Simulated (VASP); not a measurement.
Runs of VASP 6.6.1 on Zn. The structure is that of space group Im-3m (No. 229), or close to it. The cells are those of the table. 

```tsv
task	spin	cell	k mesh	cutoff (eV)	gap on the mesh (eV)	pressure (GPa)
single point	non-collinear, zero start, SOC	a = 2.712 Å, angles 109.5°, 1 atom	14 × 14 × 14	520	-	0.3
single point	off	a = 2.712 Å, angles 109.5°, 1 atom	16 × 16 × 16	520	none	(a)
single point	off	a = 2.816 Å, angles 109.5°, 1 atom	16 × 16 × 16	520	none	-5.1
single point	off	a = 2.712 Å, angles 109.5°, 1 atom	7 × 7 × 7	520	none	-0.6
single point	off	a = 2.599 Å, angles 109.5°, 1 atom	16 × 16 × 16	520	none	12.5
single point	off	a = 2.782 Å, angles 109.5°, 1 atom	16 × 16 × 16	520	none	-3.7
single point	off	a = 2.675 Å, angles 109.5°, 1 atom	16 × 16 × 16	520	none	(c)
single point	off	a = 2.748 Å, angles 109.5°, 1 atom	16 × 16 × 16	520	none	(b)
single point	off	a = 2.712 Å, angles 109.5°, 1 atom	14 × 14 × 14	520	none	0.3
single point	off	a = 2.712 Å, angles 109.5°, 1 atom	23 × 23 × 23	520	none	0.4
relaxation of cell and atoms	off	relaxed from a = 2.703 Å, angles 109.5°, 1 atom	14 × 14 × 14	600	none	0.1
single point	off	a = 2.638 Å, angles 109.5°, 1 atom	16 × 16 × 16	520	none	7.5
```

Alike in all rows: level PBE; potentials or basis VASP PAW PBE potentials, release 64 (Zn); smearing fermi-dirac 0.1 eV.

Task: Fill in the values left out.

Result: (a) 0.6; (b) -1.8; (c) 3.6.

Caveats: some runs use coarse meshes.

A gap of «none» marks levels without a gap at the run's occupations.
